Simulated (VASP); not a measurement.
A run of VASP 6.6.1:

File INCAR:

```
SYSTEM = Hg
PREC = Accurate
ENCUT = 500
EDIFF = 1E-7
ISMEAR = -1
SIGMA = 0.1
LREAL = .False.
LASPH = .True.
NELM = 120
ALGO = Normal
ISIF = 3
LWAVE = .False.
LCHARG = .False.
GGA = PS
IBRION = 2
NSW = 60
EDIFFG = -0.03
PSTRESS = 600.0
GGA_COMPAT = .False.
NELMIN = 4
```

The input KPOINTS:

```
regular mesh
0
Gamma
  10 10 10
  0 0 0
```

Contents of POSCAR:

```
Hg
1.0
   -1.8000000000      1.8000000000      1.8000000000
    1.8000000000     -1.8000000000      1.8000000000
    1.8000000000      1.8000000000     -1.8000000000
Hg
1
Direct
    0.0000000000      0.0000000000      0.0000000000
```

Potentials or basis: VASP PAW PBE potentials, release 64 (Hg).

Run with:

```sh
$ cat potpaw_PBE.64/Hg/POTCAR > POTCAR
$ mpirun -np 1 vasp_std > vasp.out
```

Hardware: 1 thread of Intel(R) Xeon(R) Platinum 8259CL CPU @ 2.50GHz (Skylake/Cascade Lake), with other jobs on the host.

Question: How long does it take, and how much memory?

Answer: Wall time 59 s on 1 thread of Intel(R) Xeon(R) Platinum 8259CL CPU @ 2.50GHz (Skylake/Cascade Lake), with other jobs on the host, peak memory 0.18 GiB. Counts: scf iterations 77, k points 47, ion steps 8.
